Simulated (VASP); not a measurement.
CuF:

```
CELL_PARAMETERS angstrom
2.76254 0.00000 0.00000
-1.38127 2.39243 0.00000
0.00000 0.00000 6.40198
ATOMIC_POSITIONS crystal
Cu 0.00000 0.00000 0.00000
Cu 0.00000 0.00000 0.50000
F 0.33333 0.66667 0.25000
F 0.66667 0.33333 0.75000
```

Base run:

| Property | Result |
| --- | --- |
| Program | VASP 6.6.1 |
| Functional | r2SCAN |
| Potentials or basis | VASP PAW PBE potentials, release 64 (Cu, F) |
| Cutoff | 520 eV |
| k mesh | 12 × 12 × 4 |
| Occupations | fermi-dirac, width 0.02 eV |
| Spin | no spin polarisation |

Its results: band gap on the k mesh zero (band 18 reaches 4.64 eV, above the bottom of band 19 at 4.24 eV); pressure 0.1 GPa.

**Question.** The run is repeated on the same cell with these changes: functional from r2SCAN to PBE. What comes out?

**Answer.** Band gap on the k mesh zero (band 18 reaches 4.83 eV, above the bottom of band 19 at 4.39 eV); pressure 6.3 GPa.

Caveats: semilocal functionals often make such compounds metallic where correlation or magnetic order opens a gap, which also shifts bond lengths; the PAW data sets were made with another functional, which shifts forces and pressure a little (some runs).
